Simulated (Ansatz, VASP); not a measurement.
**One calculation of Ag, two programs**

```xyz
3
Lattice="4.6621 0.0000 0.0000 -2.3311 4.0375 0.0000 0.0000 0.0000 2.7926" Properties=species:S:1:pos:R:3 pbc="T T T"
Ag   -2.3311    4.0375    0.0000
Ag    0.0000    2.6917    1.3963
Ag    2.3311    1.3458    1.3963
```

Alike in both runs: task single point; functional PBE; k mesh 9 × 9 × 13; occupations fermi-dirac, width 0.1 eV; no spin polarisation.

```csv
,VASP,Ansatz
version,VASP 6.6.1,Ansatz 0.2.0
potentials or method,"VASP PAW PBE potentials, release 64 (Ag), cutoff 520 eV","plane waves (420 eV) with PAW, scalar-relativistic"
valence electrons in the cell,33,57
```

```csv
,VASP,Ansatz,Ansatz less VASP
pressure (GPa),3.8,3.9,+0.16
"traceless stress, the component that is largest in VASP (GPa)",-0.20,-0.21,-0.006
```

The functional is the same, so the differences come from potentials, cutoffs and numerics. VASP's potentials hold 33 valence electrons a cell and Ansatz's 57, so a difference there can come from the potentials and not from the codes.
